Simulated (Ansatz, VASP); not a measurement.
**Co: VASP beside Ansatz**

Contents of INCAR:

```
PREC = Accurate ; ENCUT = 520
EDIFF = 1E-6 ; ISMEAR = -1
SIGMA = 0.05 ; LREAL = F
LASPH = T ; NELM = 150
ALGO = Normal ; ISIF = 2
LWAVE = F ; LCHARG = F
ISPIN = 2 ; MAGMOM = 2
LORBIT = 11 ; LMAXMIX = 4
GGA = PE ; NBANDS = 14
```

KPOINTS

```
Automatic mesh
0
Gamma
  13 13 13
```

File POSCAR:

```
Co
1.0
    0.0000000000      1.7566572351      1.7566572351
    1.7566572351      0.0000000000      1.7566572351
    1.7566572351      1.7566572351      0.0000000000
Co
1
Direct
    0.0000000000      0.0000000000      0.0000000000
```

File input.yaml:

```yaml
crystal:
  lattice:
    - [0.0, 1.7566572351, 1.7566572351]
    - [1.7566572351, 0.0, 1.7566572351]
    - [1.7566572351, 1.7566572351, 0.0]
  atoms:
    - { symbol: Co, position: [0.0, 0.0, 0.0], spin: 2.0 }
kpoints:
  mp_grid: { grid: [13, 13, 13] }
scf:
  occupations: { method: fermi_dirac, width: 0.05 }
hamiltonian:
  xc: pbe
  pseudopotentials: { kind: all_electron, lapw: { basis_error: 0.0005 } }
magnetization:
  spin_polarized: true
output:
  forces: true
  stress: true
  eigenvalues: true
```

Alike in both runs: task single point; functional PBE; k mesh 13 × 13 × 13; occupations fermi-dirac, width 0.05 eV; collinear spin.

```csv
,VASP,Ansatz
version,VASP 6.6.1,Ansatz 0.2.0
potentials or method,"VASP PAW PBE potentials, release 64 (Co), cutoff 520 eV","all-electron LAPW, scalar-relativistic"
```

Ansatz gave:

| Quantity | Value |
| --- | --- |
| gap on the k mesh at the Fermi level (eV) | none |
| pressure (GPa) | 1.0 |
| net moment per atom (μB) | 1.64 |
| size of the moment on the site where the two differ most (μB) | 1.69 |

Task: What did VASP give for the same quantities?

Result: gap on the k mesh at the Fermi level (eV): none; pressure (GPa): 0.4; net moment per atom (μB): 1.63; size of the moment on the site where the two differ most (μB): 1.65.

Site moments also hang on the region over which each program counts them. A gap of «none» marks a metal or a gap that the smearing closes. Ansatz ran all-electron here, and VASP with PAW potentials.
